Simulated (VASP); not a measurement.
# Rh (P6_3/mmc) in VASP: a series of runs

Runs on Rh. Level: r2SCAN. Tasks: single point.

Everything below comes from runs of VASP 6.6.1. Logs are shortened: lines on timing, memory, paths and dates and some standing lists are left out, and cuts for length are marked.

## 1. The cell of the first run

It takes space group P6_3/mmc (No. 194, hexagonal). Conventional cell: a = 2.685 Å, b = 2.685 Å, c = 4.353 Å, α = 90.00°, β = 90.00°, γ = 120.00°. Rh (site symmetry -6m2) has 12 Rh at 2.67 to 2.68 Å within 3.5 Å.

## 2. Single point, r2SCAN

The input, POSCAR:

```
Rh
1.0
    2.6846822765      0.0000000000      0.0000000000
   -1.3423416298      2.3250028646      0.0000000000
    0.0000000000      0.0000000000      4.3534153613
Rh
2
Direct
    0.6666666667      0.3333333333      0.7500000000
    0.3333333333      0.6666666667      0.2500000000
```

The input, INCAR.step1:

```
SYSTEM = Rh
  ALGO = Normal
  EDIFF = 1E-4
  ENCUT = 520
  GGA = PE
  ISMEAR = 1
  LASPH = .TRUE.
  LCHARG = .FALSE.
  LREAL = .FALSE.
  LWAVE = .TRUE.
  NBANDS = 22
  NELM = 60
  PREC = Accurate
  SIGMA = 0.15
```

The input, INCAR.step2:

```
SYSTEM = Rh
  ALGO = Normal
  EDIFF = 1E-6
  ENCUT = 520
  ISIF = 2
  ISMEAR = 1
  ISTART = 1
  LASPH = .TRUE.
  LCHARG = .TRUE.
  LELF = .TRUE.
  LMIXTAU = .TRUE.
  LREAL = .FALSE.
  LVHAR = .TRUE.
  LWAVE = .FALSE.
  METAGGA = R2SCAN
  NBANDS = 22
  NELM = 60
  PREC = Accurate
  SIGMA = 0.15
```

The input, KPOINTS:

```
k-points
0
G
  12 12 7
  0 0 0
```

Potentials or basis: VASP PAW PBE potentials, release 64 (Rh_pv).

Command:

```
> cat potpaw_PBE.64/Rh_pv/POTCAR > POTCAR
> cp INCAR.step1 INCAR
> mpirun -np 1 vasp_std > vasp.out
> cp INCAR.step2 INCAR
> mpirun -np 1 vasp_std > vasp.out
```

OUTCAR:

```text
SYSTEM = Rh
   EDIFF = 1E-6
   ENCUT = 520
   ISIF = 2
   ISMEAR = 1
   ISTART = 1
   LASPH = .TRUE.
   LREAL = .FALSE.
   METAGGA = R2SCAN
   NELM = 60
   PREC = Accurate

 ion  position               nearest neighbor table
   1  0.667  0.333  0.750-   2 2.67   2 2.67   2 2.67   2 2.67   2 2.67   2 2.67
   2  0.333  0.667  0.250-   1 2.67   1 2.67   1 2.67   1 2.67   1 2.67   1 2.67

  LATTYP: Found a hexagonal cell.
 ALAT       =     2.6846822765
 C/A-ratio  =     1.6215756328

  Lattice vectors:

 A1 = (   2.6846822765,   0.0000000000,   0.0000000000)
 A2 = (  -1.3423416298,   2.3250028646,   0.0000000000)
 A3 = (   0.0000000000,   0.0000000000,   4.3534153613)

Analysis of symmetry for initial positions (statically):
=====================================================================
 Subroutine PRICEL returns:
 Original cell was already a primitive cell.

 Routine SETGRP: Setting up the symmetry group for a
 hexagonal supercell.

 Subroutine GETGRP returns: Found 24 space group operations
 (whereof 12 operations were pure point group operations)
 out of a pool of 24 trial point group operations.

The static configuration has the point symmetry D_3d.
 The point group associated with its full space group is D_6h.

Analysis of symmetry for dynamics (positions and initial velocities):
=====================================================================
 Subroutine PRICEL returns:
 Original cell was already a primitive cell.

 Routine SETGRP: Setting up the symmetry group for a
 hexagonal supercell.

 Subroutine GETGRP returns: Found 24 space group operations
 (whereof 12 operations were pure point group operations)
 out of a pool of 24 trial point group operations.

The dynamic configuration has the point symmetry D_3d.
 The point group associated with its full space group is D_6h.

 Subroutine INISYM returns: Found 24 space group operations
 (whereof 12 operations are pure point group operations),
 and found     1 'primitive' translations

----------------------------------------------------------------------------------------

                                     Primitive cell

  volume of cell :      27.1736

  direct lattice vectors                    reciprocal lattice vectors
     2.684682276  0.000000000  0.000000000     0.372483556  0.215053577  0.000000000
    -1.342341630  2.325002865  0.000000000     0.000000000  0.430106997  0.000000000
     0.000000000  0.000000000  4.353415361     0.000000000  0.000000000  0.229704707

  length of vectors
     2.684682276  2.684682360  4.353415361     0.430107010  0.430106997  0.229704707

  position of ions in fractional coordinates (direct lattice)
     0.666666667  0.333333333  0.750000000
     0.333333333  0.666666667  0.250000000

  ion indices of the primitive-cell ions
   primitive index   ion index
                 1           1
                 2           2

----------------------------------------------------------------------------------------

 KPOINTS: k-points

Automatic generation of k-mesh.
 Grid dimensions read from file:
 generate k-points for:   12   12    7

 Generating k-lattice:

  Cartesian coordinates                     Fractional coordinates (reciprocal lattice)
     0.031040296  0.017921131  0.000000000     0.083333333 -0.000000000  0.000000000
     0.000000000  0.035842250  0.000000000     0.000000000  0.083333333  0.000000000
     0.000000000  0.000000000  0.032814958     0.000000000  0.000000000  0.142857143

  Length of vectors
     0.035842251  0.035842250  0.032814958

  Shift w.r.t. Gamma in fractional coordinates (k-lattice)
     0.000000000  0.000000000  0.000000000

 Subroutine IBZKPT returns following result:
 ===========================================

 Found     76 irreducible k-points:

 Following reciprocal coordinates:
            Coordinates               Weight
  0.000000  0.000000  0.000000      1.000000
  0.083333  0.000000  0.000000      6.000000
  0.166667  0.000000  0.000000      6.000000
  0.250000  0.000000  0.000000      6.000000
  0.333333  0.000000  0.000000      6.000000
  0.416667  0.000000  0.000000      6.000000
[... 16 lines left out ...]
  0.250000  0.000000  0.142857     12.000000
  0.333333  0.000000  0.142857     12.000000
 [... further k-points ...]
   k-points           NKPTS =     76   k-points in BZ     NKDIM =     76   number of bands    NBANDS=     22
   number of dos      NEDOS =    301   number of ions     NIONS =      2
   total plane-waves  NPLWV =  12800
   dimension x,y,z NGX =    20 NGY =   20 NGZ =   32
   dimension x,y,z NGXF=    40 NGYF=   40 NGZF=   64
   ions per type =               2
   NGX,Y,Z   is equivalent  to a cutoff of  12.38, 12.38, 12.22 a.u.
   NGXF,Y,Z  is equivalent  to a cutoff of  24.77, 24.77, 24.44 a.u.
 SYSTEM =  Rh
   PREC   = accura    normal or accurate (medium, high low for compatibility)
   ISTART =      1    job   : 0-new  1-cont  2-samecut
   ICHARG =      0    charge: 1-file 2-atom 10-const
   ISPIN  =      1    spin polarized calculation?
   LNONCOLLINEAR =      F non collinear calculations
   LSORBIT =      F    spin-orbit coupling
   LASPH  =      T    aspherical Exc in radial PAW
   ENCUT  =  520.0 eV  38.22 Ry    6.18 a.u.   4.99  4.99  8.09*2*pi/ulx,y,z
   NELM   =     60;   NELMIN=  2; NELMDL=  0     # of ELM steps
   EDIFF  = 0.1E-05   stopping-criterion for ELM
   LREAL  =      F    real-space projection
   EDIFFG = 0.1E-04   stopping-criterion for IOM
   NSW    =      0    number of steps for IOM
   IBRION =     -1    ionic relax: 0-MD 1-quasi-New 2-CG
   NFREE  =      0    steps in history (QN), initial steepest desc. (CG)
   ISIF   =      2    stress and relaxation
   ISYM   =      2    0-nonsym 1-usesym 2-fastsym
   POTIM  = 0.5000    time-step for ionic-motion
   TEBEG  =    0.0;   TEEND  =   0.0 temperature during run
   PSTRESS=    0.0 pullay stress
   NELECT =      30.0000    total number of electrons
   NUPDOWN=      -1.0000    fix difference up-down
   EMIN   =  10.00;   EMAX   =-10.00  energy-range for DOS
   EFERMI =   0.00;   METHOD = LEGACY
   ISMEAR =     1;   SIGMA  =   0.15  broadening in eV -4-tet -1-fermi 0-gaus
   EFERMI_NEDOS =   21; number of points for ismear=-14 and -15
   IALGO  =     38    algorithm
   IMIX   =      4    mixing-type and parameters
     AMIX     =   0.40;   BMIX     =  1.00
     AMIX_MAG =   1.60;   BMIX_MAG =  1.00
  volume/ion in A,a.u.               =      13.59        91.69
  Fermi-wavevector in a.u.,A,eV,Ry     =   1.691998  3.197412 38.951521  2.862856
  Thomas-Fermi vector in A             =   2.773663
   LORBIT       =      0    0 simple, 1 ext, 2 COOP (PROOUT), +10 PAW based schemes
   METAGGA = R2SCAN    functional components
   LHFCALC =     F    Hartree Fock is set to
   AEXX    =    0.0000 exact exchange contribution
   IVDW    =     0    specifies the selected vdW correction
   LEPSILON=     F    determine dielectric tensor
   LRPA    =     F    only Hartree local field effects (RPA)
 non-spin polarized calculation
 Methfessel and Paxton  Order N= 1 SIGMA  =   0.15
  energy-cutoff  :      520.00
  volume of cell :       27.17
 maximum number of plane-waves:       756
 NGX is ok and might be reduce to    20
   NGX =  9   NGY =  9   NGZ = 17

 number of electron      30.0000004 magnetization

 Free energy of the ion-electron system (eV)
  ---------------------------------------------------
  ext. energy  EPLUGINS =         0.00000000
  ---------------------------------------------------
  free energy    TOTEN  =       -48.17575503 eV

  energy without entropy =      -48.17358757  energy(sigma->0) =      -48.17503254

 E-fermi :  12.0825     XC(G=0): -15.2970

 val. band max:       12.0780873591   @ k =   0.3333   0.0000   0.4286
 cond. band min:      12.0890217545   @ k =   0.0833   0.0000   0.4286
 fundamental gap:      0.0109343954
 Fermi energy:        12.0824945278

 k-point     1 :       0.0000    0.0000    0.0000
  band No.  band energies     occupation
      1     -36.6799      2.00000
      2     -35.9513      2.00000
      3     -35.9513      2.00000
      4     -35.8458      2.00000
      5     -35.8335      2.00000
      6     -35.8334      2.00000
[... 14 lines left out ...]
     21      29.3387      0.00000
     22      29.3391      0.00000

 k-point     2 :       0.0833    0.0000    0.0000
  band No.  band energies     occupation
      1     -36.6619      2.00000
      2     -35.9925      2.00000
      3     -35.9646      2.00000
      4     -35.8763      2.00000
      5     -35.8531      2.00000
      6     -35.8400      2.00000
[... 14 lines left out ...]
     21      29.3388      0.00000
     22      29.3389      0.00000

 k-point     3 :       0.1667    0.0000    0.0000
  band No.  band energies     occupation
      1     -36.6105      2.00000
      2     -36.1053      2.00000
      3     -35.9999      2.00000
      4     -35.9914      2.00000
      5     -35.8754      2.00000
      6     -35.8587      2.00000
[... 14 lines left out ...]
     21      29.3385      0.00000
     22      29.3394      0.00000

 k-point     4 :       0.2500    0.0000    0.0000
  band No.  band energies     occupation
      1     -36.5330      2.00000
      2     -36.2596      2.00000
      3     -36.1443      2.00000
      4     -36.0466      2.00000
      5     -35.9128      2.00000
      6     -35.8856      2.00000
[... 14 lines left out ...]
     21      29.3389      0.00000
     22      30.0250      0.00000

 k-point     5 :       0.3333    0.0000    0.0000
  band No.  band energies     occupation
      1     -36.4421      2.00000
      2     -36.4138      2.00000
      3     -36.2926      2.00000
      4     -36.0919      2.00000
      5     -35.9635      2.00000
      6     -35.9134      2.00000
[... 14 lines left out ...]
     21      27.9970      0.00000
     22      28.7533      0.00000

 k-point     6 :       0.4167    0.0000    0.0000
  band No.  band energies     occupation
      1     -36.5264      2.00000
      2     -36.3985      2.00000
      3     -36.3576      2.00000
      4     -36.1243      2.00000
      5     -36.0185      2.00000
      6     -35.9342      2.00000
[... 14 lines left out ...]
     21      26.5094      0.00000
     22      27.5855      0.00000

 k-point     7 :       0.5000    0.0000    0.0000
  band No.  band energies     occupation
      1     -36.5676      2.00000
      2     -36.4368      2.00000
      3     -36.3179      2.00000
      4     -36.1361      2.00000
      5     -36.0474      2.00000
      6     -35.9419      2.00000
[... 324 lines left out ...]
      6     -35.8393      2.00000
[... 14 lines left out ...]
     21      29.3388      0.00000
     22      29.3390      0.00000

 k-point    21 :       0.0833    0.0000    0.1429
  band No.  band energies     occupation
      1     -36.6244      2.00000
      2     -35.9858      2.00000
      3     -35.9584      2.00000
      4     -35.9163      2.00000
      5     -35.8602      2.00000
      6     -35.8462      2.00000
[... 14 lines left out ...]
     21      29.3387      0.00000
     22      29.3389      0.00000

 k-point    22 :       0.1667    0.0000    0.1429
  band No.  band energies     occupation
      1     -36.5804      2.00000
      2     -36.0952      2.00000
      3     -36.0208      2.00000
      4     -35.9930      2.00000
      5     -35.8881      2.00000
      6     -35.8658      2.00000
[... 14 lines left out ...]
     21      29.3386      0.00000
     22      29.3391      0.00000

 k-point    23 :       0.2500    0.0000    0.1429
  band No.  band energies     occupation
      1     -36.5212      2.00000
      2     -36.2391      2.00000
      3     -36.1688      2.00000
      4     -36.0387      2.00000
      5     -35.9213      2.00000
      6     -35.8936      2.00000
[... 14 lines left out ...]
     21      29.3382      0.00000
     22      29.3390      0.00000

 k-point    24 :       0.3333    0.0000    0.1429
  band No.  band energies     occupation
      1     -36.4967      2.00000
      2     -36.3497      2.00000
      3     -36.3006      2.00000
      4     -36.0831      2.00000
      5     -35.9647      2.00000
      6     -35.9223      2.00000
[... 14 lines left out ...]
     21      28.3984      0.00000
     22      28.5053      0.00000

 [... further k-points ...]

------------------------ aborting loop because EDIFF is reached ----------------------------------------

  FORCE on cell =-STRESS in cart. coord.  units (eV):
  Direction    XX          YY          ZZ          XY          YZ          ZX
  --------------------------------------------------------------------------------------
  -------------------------------------------------------------------------------------
  Total        0.8408392      0.8408391      0.8439857     -0.0000002     -0.0000000     -0.0000000
  in kB       49.5766338     49.5766258     49.7621521     -0.0000105     -0.0000000     -0.0000000
  external PRESSURE =      49.6384706 kB  Pullay stress =       0.0000000 kB

 VOLUME and BASIS-vectors are now :
 -----------------------------------------------------------------------------
  energy-cutoff  :      520.00
  volume of cell :       27.17
      direct lattice vectors                 reciprocal lattice vectors
     2.684682276  0.000000000  0.000000000     0.372483556  0.215053577  0.000000000
    -1.342341630  2.325002865  0.000000000     0.000000000  0.430106997  0.000000000
     0.000000000  0.000000000  4.353415361     0.000000000  0.000000000  0.229704707

 POSITION                                       TOTAL-FORCE (eV/Angst)
 -----------------------------------------------------------------------------------
      1.34234      0.77500      3.26506         0.000000     -0.000000      0.000000
     -0.00000      1.55000      1.08835        -0.000000      0.000000      0.000000
 -----------------------------------------------------------------------------------
    total drift:                                0.000000     -0.000000      0.000000

  FREE ENERGIE OF THE ION-ELECTRON SYSTEM (eV)
  ---------------------------------------------------
  free  energy   TOTEN  =       -48.1757550269 eV

  energy  without entropy=      -48.1735875742  energy(sigma->0) =      -48.17503254
```

It took 70 s on 1 thread of Intel Xeon Platinum 8559C (Emerald Rapids), shared host; peak memory 0.17 GiB.

Results:

```
Free energy            : -48.1758 eV
Pressure               : 5.0 GPa
Band gap on the k mesh : zero (band 15 reaches 12.70 eV, above the bottom of band 16 at 10.18 eV)
```

Levels at points of the mesh, in eV from the Fermi level:
| k point | band 11 | band 12 | band 13 | band 14 | band 15 | band 16 | band 17 | band 18 | band 19 | band 20 |
| --- | --- | --- | --- | --- | --- | --- | --- | --- | --- | --- |
| (0.00, 0.00, 0.00) | -3.24 | -2.70 | -2.70 | -2.05 | -2.05 | 0.11 | 0.11 | 0.81 | 9.13 | 16.64 |
| (0.50, 0.00, 0.00) | -2.91 | -2.40 | -2.24 | 0.43 | 0.62 | 0.75 | 3.22 | 5.48 | 10.97 | 11.39 |

Caveat: the PAW data sets were made with another functional, which shifts forces and pressure a little.

## 3. Single point, r2SCAN

This run uses another cell than the first one, of 14.02 Å³/atom, 1.032 times its volume.

The input, POSCAR:

```
Rh
1.0
    2.7126497296      0.0000000000      0.0000000000
   -1.3563253614      2.3492233875      0.0000000000
    0.0000000000      0.0000000000      4.3987667018
Rh
2
Direct
    0.6666666667      0.3333333333      0.7500000000
    0.3333333333      0.6666666667      0.2500000000
```

The input, INCAR.step1:

```
PREC     = Accurate       # precision mode
ENCUT    = 520            # plane-wave cutoff, eV
ISMEAR   = 1              # smearing method
SIGMA    = 0.15           # smearing width, eV
LREAL    = False          # projectors in reciprocal space
LASPH    = True           # aspherical terms in the spheres
NELM     = 60             # most SCF steps
NBANDS   = 22             # bands
GGA      = PE             # functional
ALGO     = Normal         # electronic algorithm
EDIFF    = 1E-4           # SCF threshold, eV
LWAVE    = True           # write WAVECAR
LCHARG   = False          # write CHGCAR
```

The input, INCAR.step2:

```
PREC     = Accurate       # precision mode
ENCUT    = 520            # plane-wave cutoff, eV
EDIFF    = 1E-6           # SCF threshold, eV
ISMEAR   = 1              # smearing method
SIGMA    = 0.15           # smearing width, eV
LREAL    = False          # projectors in reciprocal space
LASPH    = True           # aspherical terms in the spheres
NELM     = 60             # most SCF steps
ALGO     = Normal         # electronic algorithm
ISIF     = 2              # what is computed and relaxed
LWAVE    = False          # write WAVECAR
LCHARG   = False          # write CHGCAR
METAGGA  = R2SCAN         # meta-GGA
LMIXTAU  = True         
NBANDS   = 22             # bands
ISTART   = 1
```

The input, KPOINTS:

```
regular mesh
0
Gamma
  12 12 7
```

Potentials or basis: VASP PAW PBE potentials, release 64 (Rh_pv).

Command:

```
> cat potpaw_PBE.64/Rh_pv/POTCAR > POTCAR
> cp INCAR.step1 INCAR
> mpirun -np 1 vasp_std > vasp.out
> cp INCAR.step2 INCAR
> mpirun -np 1 vasp_std > vasp.out
```

It took 66 s on 1 thread of Intel Xeon Platinum 8559C (Emerald Rapids), shared host; peak memory 0.17 GiB.

The run converged. Its results:

* Free energy: -48.1786 eV
* Pressure: -3.8 GPa
* Band gap on the k mesh: zero (band 15 reaches 12.09 eV, above the bottom of band 16 at 9.70 eV)

Stress tensor (GPa, compression positive):
```
-3.74  0.00  0.00
 0.00 -3.74  0.00
 0.00  0.00 -3.98
```

Levels at points of the mesh, in eV from the Fermi level:
```
           k point  band 12  band 13  band 14  band 15  band 16  band 17  band 18  band 19
(0.00, 0.00, 0.00)    -2.57    -2.57    -1.95    -1.95     0.11     0.11     0.85     8.81
(0.50, 0.00, 0.00)    -2.28    -2.13     0.41     0.58     0.71     3.12     5.31    10.73
```

Caveat: the PAW data sets were made with another functional, which shifts forces and pressure a little.

## 4. Single point, r2SCAN

This run uses another cell than the first one, of 14.44 Å³/atom, 1.063 times its volume.

The input, POSCAR:

```
Rh
1.0
    2.7400520866      0.0000000000      0.0000000000
   -1.3700265450      2.3729545228      0.0000000000
    0.0000000000      0.0000000000      4.4432016961
Rh
2
Direct
    0.6666666667      0.3333333333      0.7500000000
    0.3333333333      0.6666666667      0.2500000000
```

The input, INCAR.step1:

```
ALGO = Normal ; EDIFF = 1E-4
ENCUT = 520 ; GGA = PE
ISMEAR = 1 ; LASPH = True
LCHARG = False ; LREAL = False
LWAVE = True ; NBANDS = 22
NELM = 60 ; PREC = Accurate
SIGMA = 0.15
```

The input, INCAR.step2:

```
ALGO = Normal ; EDIFF = 1E-6
ENCUT = 520 ; ISIF = 2
ISMEAR = 1 ; ISTART = 1
LASPH = True ; LCHARG = False
LMIXTAU = True ; LREAL = False
LWAVE = False ; METAGGA = R2SCAN
NBANDS = 22 ; NELM = 60
PREC = Accurate ; SIGMA = 0.15
```

The input, KPOINTS:

```
k-points
0
Gamma
  12 12 7
```

Command:

```
> cat potpaw_PBE.64/Rh_pv/POTCAR > POTCAR
> cp INCAR.step1 INCAR
> mpirun -np 1 vasp_std > vasp.out
> cp INCAR.step2 INCAR
> mpirun -np 1 vasp_std > vasp.out
```

Wall time 66 s (1 thread of Intel Xeon Platinum 8559C (Emerald Rapids), shared host); peak memory 0.17 GiB.

The run converged. Its results:

* Free energy: -48.1387 eV
* Pressure: -11.1 GPa
* Band gap on the k mesh: zero (band 15 reaches 11.52 eV, above the bottom of band 16 at 9.25 eV)

Stress tensor (GPa, compression positive):
```
-10.90   0.00   0.00
  0.00 -10.90   0.00
  0.00   0.00 -11.35
```

Levels at points of the mesh, in eV from the Fermi level:
| k point | band 12 | band 13 | band 14 | band 15 | band 16 | band 17 | band 18 | band 19 |
| --- | --- | --- | --- | --- | --- | --- | --- | --- |
| (0.00, 0.00, 0.00) | -2.45 | -2.45 | -1.86 | -1.86 | 0.10 | 0.10 | 0.89 | 8.51 |
| (0.50, 0.00, 0.00) | -2.18 | -2.03 | 0.39 | 0.55 | 0.67 | 3.03 | 5.15 | 10.50 |

Caveat: the PAW data sets were made with another functional, which shifts forces and pressure a little.

(Continued in part 2 of 2.)
